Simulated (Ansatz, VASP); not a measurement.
W: VASP beside Ansatz

```
CELL_PARAMETERS angstrom
0.00000 1.88821 2.09308
1.88821 0.00000 2.09308
1.88821 1.88821 0.00000
ATOMIC_POSITIONS crystal
W 0.00000 0.00000 0.00000
```

Alike in both runs: task single point; functional LDA; k mesh 22 × 22 × 22; occupations gaussian, width 0.15 eV; no spin polarisation.

|  | VASP | Ansatz |
| --- | --- | --- |
| version | VASP 6.6.1 | Ansatz 0.2.0 |
| potentials or method | VASP PAW LDA potentials, release 64 (W_sv), cutoff 520 eV | scalar-relativistic, plane waves, PAW |
| valence electrons in the cell | 14 | 14 |

```csv
,VASP,Ansatz,Ansatz less VASP
gap on the k mesh at the Fermi level (eV),none,none,-
pressure (GPa),19.7,17.6,-2.15
"traceless stress, the component that is largest in VASP (GPa)",7.08,7.14,+0.062
```

Ansatz warns that its potentials were made for another functional, while VASP's fit it. LDA's correlation is that of Perdew and Zunger in VASP and of Perdew and Wang (1992) in Ansatz. A gap of «none» marks a metal or a gap that the smearing closes.

Neither program's run includes spin-orbit coupling.
